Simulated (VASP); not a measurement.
## C: single point with PBE+D3(BJ)

C:

```
CELL_PARAMETERS angstrom
1.23248 0.71157 3.36094
-1.23248 0.71157 3.36094
0.00000 -1.42315 3.36094
ATOMIC_POSITIONS crystal
C 0.16425 0.16425 0.16425
C 0.83575 0.83575 0.83575
```

This cell differs from its parent crystal: mode 4 frozen in at -0.024 Å and mode 6 at +0.000 Å (largest displacements).

```yaml
Program: VASP 6.6.1
Task: single point
Functional: PBE
Dispersion: D3(BJ)
Potentials_or_basis: VASP PAW PBE potentials, release 64 (C)
Cutoff: 520 eV
k_mesh: 15 × 15 × 15
Occupations: gaussian, width 0.05 eV
Spin: no spin polarisation
```

```json
{
 "Pressure": "0.3 GPa",
 "Largest force": "0.785 eV/Å",
 "Band gap on the k mesh": "0.73 eV, direct",
 "Dispersion energy per atom": "-0.156 eV"
}
```

Forces on the atoms (eV/Å):
```
C    0.000  0.000  0.785
C    0.000  0.000 -0.785
```

Stress tensor (GPa, compression positive):
```
 0.72  0.00  0.00
 0.00  0.72  0.00
 0.00  0.00 -0.54
```

Levels at points of the mesh, in eV from the valence-band top:
```tsv
k point	band 2	band 3	band 4	band 5	band 6	band 7
(0.00, 0.00, 0.00)	-6.18	-2.62	-2.62	4.57	8.73	8.73
```

Run time: 67 s on 1 thread of AMD EPYC 7R13 (shared host), peak memory 0.2 GiB.

Caveat: the cell differs from its parent crystal (mode 4 frozen in at -0.024 Å and mode 6 at +0.000 Å (largest displacements)). A k mesh can miss the band edges.
